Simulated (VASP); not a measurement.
# Si4O7 (a cell with a defect) in VASP: further runs

Si4O7 (a cell with a defect) is run at these levels: PBEsol; tasks: single point.

Everything below comes from runs of VASP 6.6.1. Logs are shortened: lines on timing, memory, paths and dates and some standing lists are left out, and cuts for length are marked.

### 1 The cell of the first run

The cell holds a defect, 11 atoms: a = 5.028 Å, b = 5.028 Å, c = 7.009 Å, α = 90.00°, β = 90.00°, γ = 90.00°.

### 2 Single point, PBEsol

Input file INCAR:

```
ALGO = Normal ; EDIFF = 1E-6
ENCUT = 520 ; GGA = PS
GGA_COMPAT = F ; ISIF = 2
ISMEAR = 0 ; LASPH = T
LCHARG = F ; LREAL = F
LWAVE = F ; NBANDS = 40
NELM = 120 ; PREC = Accurate
SIGMA = 0.05
```

Input file KPOINTS:

```
k-points
0
Gamma
  4 4 4
```

Input file POSCAR:

```
Si4O7
1.0
    5.0280710683      0.0000000000      0.0000000000
    0.0000000000      5.0280710683      0.0000000000
    0.0000000000      0.0000000000      7.0088699743
Si O
4 7
Direct
    0.2980688188      0.2980688188      0.0000000000
    0.2019311812      0.7980688188      0.2500000000
    0.7019311812      0.7019311812      0.5000000000
    0.7980688188      0.2019311812      0.7500000000
    0.3980464015      0.7395636083      0.4283767439
    0.7604363917      0.8980464015      0.6783767439
    0.6019535985      0.2604363917      0.9283767439
    0.7395636083      0.3980464015      0.5716232561
    0.8980464015      0.7604363917      0.3216232561
    0.2414380478      0.3023329434      0.1687899557
    0.1019535985      0.2395636083      0.8216232561
```

Potentials or basis: VASP PAW PBE potentials, release 64 (Si, O).

Started as:

```console
$ cat potpaw_PBE.64/Si/POTCAR potpaw_PBE.64/O/POTCAR > POTCAR
$ mpirun -np 1 vasp_std > vasp.out
```

OUTCAR:

```text
EDIFF = 1E-6
   ENCUT = 520
   GGA = PS
   ISIF = 2
   ISMEAR = 0
   LASPH = T
   LREAL = F
   NELM = 120
   PREC = Accurate

 ion  position               nearest neighbor table
   1  0.298  0.298  0.000-  10 1.22  11 1.62   7 1.62   4 3.10   2 3.10   2 3.10   4 3.10
   2  0.202  0.798  0.250-   5 1.62   9 1.62   1 3.10   3 3.10   1 3.10   3 3.10
   3  0.702  0.702  0.500-   6 1.62   9 1.62   8 1.62   5 1.62   2 3.10   4 3.10   4 3.10   2 3.10

   4  0.798  0.202  0.750-   7 1.62   8 1.62   6 1.62  11 1.62   1 3.10   3 3.10   3 3.10   1 3.10

   5  0.398  0.740  0.428-   2 1.62   3 1.62
   6  0.760  0.898  0.678-   3 1.62   4 1.62
   7  0.602  0.260  0.928-   4 1.62   1 1.62
   8  0.740  0.398  0.572-   4 1.62   3 1.62
   9  0.898  0.760  0.322-   3 1.62   2 1.62
  10  0.241  0.302  0.169-   1 1.22
  11  0.102  0.240  0.822-   1 1.62   4 1.62

 -----------------------------------------------------------------------------
|                                                                             |
|           W    W    AA    RRRRR   N    N  II  N    N   GGGG   !!!           |
|           W    W   A  A   R    R  NN   N  II  NN   N  G    G  !!!           |
|           W    W  A    A  R    R  N N  N  II  N N  N  G       !!!           |
|           W WW W  AAAAAA  RRRRR   N  N N  II  N  N N  G  GGG   !            |
|           WW  WW  A    A  R   R   N   NN  II  N   NN  G    G                |
|           W    W  A    A  R    R  N    N  II  N    N   GGGG   !!!           |
|                                                                             |
|     The distance between some ions is very small. Please check the          |
|     nearest-neighbor list in the OUTCAR file.                               |
|     I HOPE YOU KNOW WHAT YOU ARE DOING!                                     |
|                                                                             |
 -----------------------------------------------------------------------------

  LATTYP: Found a simple tetragonal cell.
 ALAT       =     5.0280710683
 C/A-ratio  =     1.3939480725

  Lattice vectors:

 A1 = (   5.0280710683,   0.0000000000,   0.0000000000)
 A2 = (   0.0000000000,   5.0280710683,   0.0000000000)
 A3 = (   0.0000000000,   0.0000000000,   7.0088699743)

Analysis of symmetry for initial positions (statically):
=====================================================================
 Subroutine PRICEL returns:
 Original cell was already a primitive cell.

 Routine SETGRP: Setting up the symmetry group for a
 simple tetragonal supercell.

 Subroutine GETGRP returns: Found  1 space group operations
 (whereof  1 operations were pure point group operations)
 out of a pool of 16 trial point group operations.

The static configuration has the point symmetry C_1 .

Analysis of symmetry for dynamics (positions and initial velocities):
=====================================================================
 Subroutine PRICEL returns:
 Original cell was already a primitive cell.

 Routine SETGRP: Setting up the symmetry group for a
 simple tetragonal supercell.

 Subroutine GETGRP returns: Found  1 space group operations
 (whereof  1 operations were pure point group operations)
 out of a pool of 16 trial point group operations.

The dynamic configuration has the point symmetry C_1 .

 Subroutine INISYM returns: Found  1 space group operations
 (whereof  1 operations are pure point group operations),
 and found     1 'primitive' translations

----------------------------------------------------------------------------------------

                                     Primitive cell

  volume of cell :     177.1947

  direct lattice vectors                    reciprocal lattice vectors
     5.028071068  0.000000000  0.000000000     0.198883426  0.000000000  0.000000000
     0.000000000  5.028071068  0.000000000     0.000000000  0.198883426  0.000000000
     0.000000000  0.000000000  7.008869974     0.000000000  0.000000000  0.142676352

  length of vectors
     5.028071068  5.028071068  7.008869974     0.198883426  0.198883426  0.142676352

  position of ions in fractional coordinates (direct lattice)
     0.298068819  0.298068819  0.000000000
     0.201931181  0.798068819  0.250000000
     0.701931181  0.701931181  0.500000000
     0.798068819  0.201931181  0.750000000
     0.398046401  0.739563608  0.428376744
     0.760436392  0.898046401  0.678376744
     0.601953599  0.260436392  0.928376744
     0.739563608  0.398046401  0.571623256
     0.898046401  0.760436392  0.321623256
     0.241438048  0.302332943  0.168789956
     0.101953599  0.239563608  0.821623256

  ion indices of the primitive-cell ions
   primitive index   ion index
                 1           1
                 2           2
                 3           3
                 4           4
                 5           5
                 6           6
                 7           7
                 8           8
                 9           9
                10          10
                11          11

----------------------------------------------------------------------------------------

 KPOINTS: k-points

Automatic generation of k-mesh.
 Grid dimensions read from file:
 generate k-points for:    4    4    4

 Generating k-lattice:

  Cartesian coordinates                     Fractional coordinates (reciprocal lattice)
     0.049720856  0.000000000  0.000000000     0.250000000  0.000000000  0.000000000
     0.000000000  0.049720856  0.000000000     0.000000000  0.250000000  0.000000000
     0.000000000  0.000000000  0.035669088     0.000000000  0.000000000  0.250000000

  Length of vectors
     0.049720856  0.049720856  0.035669088

  Shift w.r.t. Gamma in fractional coordinates (k-lattice)
     0.000000000  0.000000000  0.000000000

 Subroutine IBZKPT returns following result:
 ===========================================

 Found     36 irreducible k-points:

 Following reciprocal coordinates:
            Coordinates               Weight
  0.000000  0.000000  0.000000      1.000000
  0.250000  0.000000  0.000000      2.000000
  0.000000  0.250000  0.000000      2.000000
  0.500000  0.000000  0.000000      1.000000
  0.000000  0.500000  0.000000      1.000000
  0.250000  0.250000  0.000000      2.000000
[... 16 lines left out ...]
 -0.250000  0.500000  0.250000      2.000000
  0.500000 -0.250000  0.250000      2.000000
 [... further k-points ...]
   k-points           NKPTS =     36   k-points in BZ     NKDIM =     36   number of bands    NBANDS=     40
   number of dos      NEDOS =    301   number of ions     NIONS =     11
   total plane-waves  NPLWV =  86400
   dimension x,y,z NGX =    40 NGY =   40 NGZ =   54
   dimension x,y,z NGXF=    80 NGYF=   80 NGZF=  108
   ions per type =               4   7
   NGX,Y,Z   is equivalent  to a cutoff of  13.23, 13.23, 12.81 a.u.
   NGXF,Y,Z  is equivalent  to a cutoff of  26.45, 26.45, 25.62 a.u.
 SYSTEM =  unknown system
   PREC   = accura    normal or accurate (medium, high low for compatibility)
   ISTART =      0    job   : 0-new  1-cont  2-samecut
   ICHARG =      2    charge: 1-file 2-atom 10-const
   ISPIN  =      1    spin polarized calculation?
   LNONCOLLINEAR =      F non collinear calculations
   LSORBIT =      F    spin-orbit coupling
   LASPH  =      T    aspherical Exc in radial PAW
   ENCUT  =  520.0 eV  38.22 Ry    6.18 a.u.   9.35  9.35 13.03*2*pi/ulx,y,z
   NELM   =    120;   NELMIN=  2; NELMDL= -5     # of ELM steps
   EDIFF  = 0.1E-05   stopping-criterion for ELM
   LREAL  =      F    real-space projection
[... 7 lines left out ...]
   TEBEG  =    0.0;   TEEND  =   0.0 temperature during run
   PSTRESS=    0.0 pullay stress
   NELECT =      58.0000    total number of electrons
   NUPDOWN=      -1.0000    fix difference up-down
   EMIN   =  10.00;   EMAX   =-10.00  energy-range for DOS
   EFERMI =   0.00;   METHOD = LEGACY
   ISMEAR =     0;   SIGMA  =   0.05  broadening in eV -4-tet -1-fermi 0-gaus
   EFERMI_NEDOS =   21; number of points for ismear=-14 and -15
   IALGO  =     38    algorithm
   IMIX   =      4    mixing-type and parameters
     AMIX     =   0.40;   BMIX     =  1.00
     AMIX_MAG =   1.60;   BMIX_MAG =  1.00
  volume/ion in A,a.u.               =      16.11       108.71
  Fermi-wavevector in a.u.,A,eV,Ry     =   1.128238  2.132060 17.319128  1.272920
  Thomas-Fermi vector in A             =   2.264927
   LORBIT       =      0    0 simple, 1 ext, 2 COOP (PROOUT), +10 PAW based schemes
   GGA     = PS    functional components
   LHFCALC =     F    Hartree Fock is set to
   AEXX    =    0.0000 exact exchange contribution
   IVDW    =     0    specifies the selected vdW correction
   LEPSILON=     F    determine dielectric tensor
   LRPA    =     F    only Hartree local field effects (RPA)
 non-spin polarized calculation
 Gauss-broadening in eV      SIGMA  =   0.05
  energy-cutoff  :      520.00
  volume of cell :      177.19
 maximum number of plane-waves:      4815
 NGX is ok and might be reduce to    40
   NGX = 19   NGY = 19   NGZ = 27

 number of electron      58.0000003 magnetization

 Free energy of the ion-electron system (eV)
  ---------------------------------------------------
  ext. energy  EPLUGINS =         0.00000000
  ---------------------------------------------------
  free energy    TOTEN  =       -79.96641422 eV

  energy without entropy =      -79.96641422  energy(sigma->0) =      -79.96641422

 E-fermi :   2.4323     XC(G=0):  -8.2128

 val. band max:        2.1419004317   @ k =   0.5000   0.5000   0.5000
 cond. band min:       4.0015117738   @ k =   0.0000   0.5000   0.5000
 fundamental gap:      1.8596113421
 Fermi energy:         2.4322509765

 k-point     1 :       0.0000    0.0000    0.0000
  band No.  band energies     occupation
      1     -19.8240      2.00000
      2     -19.1227      2.00000
      3     -18.5021      2.00000
      4     -18.0546      2.00000
      5     -17.8834      2.00000
      6     -17.8305      2.00000
[... 32 lines left out ...]
     39       9.9514      0.00000
     40      10.2832      0.00000

 k-point     2 :       0.2500    0.0000    0.0000
  band No.  band energies     occupation
      1     -19.7058      2.00000
      2     -19.0678      2.00000
      3     -18.5948      2.00000
      4     -18.1116      2.00000
      5     -17.8843      2.00000
      6     -17.8352      2.00000
[... 32 lines left out ...]
     39      10.0359      0.00000
     40      10.3096      0.00000

 k-point     3 :       0.0000    0.2500    0.0000
  band No.  band energies     occupation
      1     -19.7437      2.00000
      2     -19.1499      2.00000
      3     -18.4849      2.00000
      4     -18.0545      2.00000
      5     -17.9637      2.00000
      6     -17.8686      2.00000
[... 32 lines left out ...]
     39       9.8772      0.00000
     40      10.2766      0.00000

 k-point     4 :       0.5000    0.0000    0.0000
  band No.  band energies     occupation
      1     -19.5204      2.00000
      2     -19.1293      2.00000
      3     -18.5448      2.00000
      4     -18.2945      2.00000
      5     -17.8942      2.00000
      6     -17.8629      2.00000
[... 32 lines left out ...]
     39       9.7775      0.00000
     40      10.2831      0.00000
[... 772 lines left out ...]
     39       9.8601      0.00000
     40      10.1305      0.00000

 k-point    23 :      -0.2500    0.5000    0.2500
  band No.  band energies     occupation
      1     -19.4990      2.00000
      2     -19.0865      2.00000
      3     -18.6882      2.00000
      4     -18.1453      2.00000
      5     -18.0175      2.00000
      6     -17.8885      2.00000
[... 32 lines left out ...]
     39       9.7962      0.00000
     40       9.9211      0.00000

 k-point    24 :       0.5000   -0.2500    0.2500
  band No.  band energies     occupation
      1     -19.3881      2.00000
      2     -19.1230      2.00000
      3     -18.6751      2.00000
      4     -18.2903      2.00000
      5     -17.9495      2.00000
      6     -17.8840      2.00000
[... 32 lines left out ...]
     39       9.7839      0.00000
     40      10.0678      0.00000

 [... further k-points ...]
[... 5 lines left out ...]
  --------------------------------------------------------------------------------------
  -------------------------------------------------------------------------------------
  Total        4.7736578     -0.5085927     47.0883379     -0.0935318      0.6042648    -11.4527462
  in kB       43.1629432     -4.5986449    425.7681061     -0.8457050      5.4637023   -103.5546013
  external PRESSURE =     154.7774681 kB  Pullay stress =       0.0000000 kB

 VOLUME and BASIS-vectors are now :
 -----------------------------------------------------------------------------
  energy-cutoff  :      520.00
  volume of cell :      177.19
      direct lattice vectors                 reciprocal lattice vectors
     5.028071068  0.000000000  0.000000000     0.198883426  0.000000000  0.000000000
     0.000000000  5.028071068  0.000000000     0.000000000  0.198883426  0.000000000
     0.000000000  0.000000000  7.008869974     0.000000000  0.000000000  0.142676352

 POSITION                                       TOTAL-FORCE (eV/Angst)
 -----------------------------------------------------------------------------------
      1.49871      1.49871      0.00000         9.257515     -1.728115    -37.511278
      1.01532      4.01275      1.75222         0.564649     -0.455074     -2.112148
      3.52936      3.52936      3.50443        -0.193771     -0.121973     -0.023532
      4.01275      1.01532      5.25665        -0.165301     -0.052534     -0.489393
      2.00141      3.71858      3.00244         0.129995      0.138272      0.931669
      3.82353      4.51544      4.75465         0.078730      0.137020      0.223973
      3.02667      1.30949      6.50687        -0.215148      0.354695     -0.102840
      3.71858      2.00141      4.00643         0.039514     -0.090565      0.175352
      4.51544      3.82353      2.25422        -0.396725      0.171194      0.394309
      1.21397      1.52015      1.18303        -9.526856      1.264460     38.509435
      0.51263      1.20454      5.75865         0.427397      0.382619      0.004453
 -----------------------------------------------------------------------------------
    total drift:                                0.000404      0.000472     -0.002463

  FREE ENERGIE OF THE ION-ELECTRON SYSTEM (eV)
  ---------------------------------------------------
  free  energy   TOTEN  =       -79.9664142226 eV

  energy  without entropy=      -79.9664142226  energy(sigma->0) =      -79.96641422
```

Run time: 6.4 min. Hardware: 1 thread of Oxide Virtual Turin-like, shared host; peak memory 0.35 GiB.

What came out:

- Free energy: -79.9664 eV
- Pressure: 15.5 GPa
- Largest force: 39.691 eV/Å
- Band gap on the k mesh: 1.86 eV

Forces in eV/Å, atoms in the order of the input:
```
Si    9.258  -1.728 -37.511
Si    0.565  -0.455  -2.112
Si   -0.194  -0.122  -0.024
Si   -0.165  -0.053  -0.489
O     0.130   0.138   0.932
O     0.079   0.137   0.224
O    -0.215   0.355  -0.103
O     0.040  -0.091   0.175
O    -0.397   0.171   0.394
O    -9.527   1.264  38.509
O     0.427   0.383   0.004
```

Stress tensor (GPa, compression positive):
```
  4.32  -0.08 -10.36
 -0.08  -0.46   0.55
-10.36   0.55  42.58
```

Caveat: the cell differs from its parent crystal (atoms taken out, atom 10 moved 0.625 of the way to it and +0.225 Å across, host rigid); atoms lie so close that the PAW spheres overlap strongly, which falsifies energies and pressures; the PAW data sets were made with another functional, which shifts forces and pressure a little.

### 3 Single point, PBEsol

Input file INCAR:

```
PREC     = Accurate       # precision mode
ENCUT    = 520            # plane-wave cutoff, eV
EDIFF    = 1E-6           # SCF threshold, eV
ISMEAR   = 0              # smearing method
SIGMA    = 0.05           # smearing width, eV
LREAL    = False          # projectors in reciprocal space
LASPH    = True           # aspherical terms in the spheres
NELM     = 120            # most SCF steps
ALGO     = Normal         # electronic algorithm
ISIF     = 2              # what is computed and relaxed
LWAVE    = False          # write WAVECAR
LCHARG   = True           # write CHGCAR
GGA      = PS             # functional
LELF     = True           # ELF
LVHAR    = True         
NBANDS   = 40             # bands
GGA_COMPAT= False
```

Input file KPOINTS:

```
regular mesh
0
Gamma
  4 4 4
```

POSCAR: that of step 2 with these lines changed.

```diff
@@ -17,3 +17,3 @@
     0.8980464015      0.7604363917      0.3216232561
-    0.2414380478      0.3023329434      0.1687899557
+    0.2466562437      0.4273329434      0.1421015837
     0.1019535985      0.2395636083      0.8216232561
```

Potentials or basis: VASP PAW PBE potentials, release 64 (Si, O).

Started as:

```console
$ cat potpaw_PBE.64/Si/POTCAR potpaw_PBE.64/O/POTCAR > POTCAR
$ mpirun -np 1 vasp_std > vasp.out
```

It took 6.8 min on 1 thread of Oxide Virtual Turin-like, shared host; peak memory 0.35 GiB.

It converged, with:

* Free energy: -81.0629 eV
* Pressure: 14.4 GPa
* Largest force: 40.583 eV/Å
* Band gap on the k mesh: 3.18 eV

Forces on the atoms (eV/Å):
```
Si    8.167 -23.257 -30.800
Si    0.714  -0.294  -2.280
Si   -0.227   0.004  -0.214
Si   -0.106  -0.144  -0.315
O     0.391   0.031   0.954
O     0.066   0.067   0.188
O    -0.077   0.173  -0.061
O     0.050  -0.157   0.171
O    -0.565   0.016   0.364
O    -8.661  23.329  32.059
O     0.248   0.231  -0.067
```

Stress tensor (GPa, compression positive):
```
 3.92 -5.23 -7.26
-5.23  9.67 20.27
-7.26 20.27 29.46
```

Levels at points of the mesh, in eV from the valence-band top:
| k point | band 26 | band 27 | band 28 | band 29 | band 30 | band 31 | band 32 | band 33 |
| --- | --- | --- | --- | --- | --- | --- | --- | --- |
| (0.00, 0.00, 0.00) | -2.97 | -2.82 | -2.68 | -1.15 | 3.85 | 4.34 | 5.24 | 6.05 |
| (0.50, 0.00, 0.00) | -3.46 | -3.05 | -2.87 | -0.94 | 4.24 | 4.66 | 5.24 | 5.54 |
| (0.00, 0.50, 0.00) | -3.12 | -2.96 | -2.84 | -0.03 | 3.18 | 4.45 | 5.15 | 5.67 |
| (0.50, 0.50, 0.00) | -3.29 | -3.18 | -3.01 | -0.05 | 3.46 | 4.75 | 4.91 | 5.85 |
| (0.00, 0.00, 0.50) | -2.94 | -2.94 | -2.77 | -0.94 | 3.25 | 4.77 | 5.50 | 5.95 |
| (0.50, 0.00, 0.50) | -3.39 | -3.04 | -2.88 | -1.03 | 4.43 | 4.96 | 5.36 | 5.54 |
| (0.00, 0.50, 0.50) | -3.39 | -2.85 | -2.69 | -0.10 | 3.28 | 4.40 | 5.30 | 5.61 |
| (0.50, 0.50, 0.50) | -3.27 | -3.25 | -3.12 | 0.00 | 3.55 | 4.59 | 5.02 | 5.70 |

Caveat: the cell differs from its parent crystal (atoms taken out, atom 10 moved 0.375 of the way to it and +0.225 Å across, host rigid); atoms lie so close that the PAW spheres overlap strongly, which falsifies energies and pressures; the PAW data sets were made with another functional, which shifts forces and pressure a little.

(Continued in part 2 of 2.)
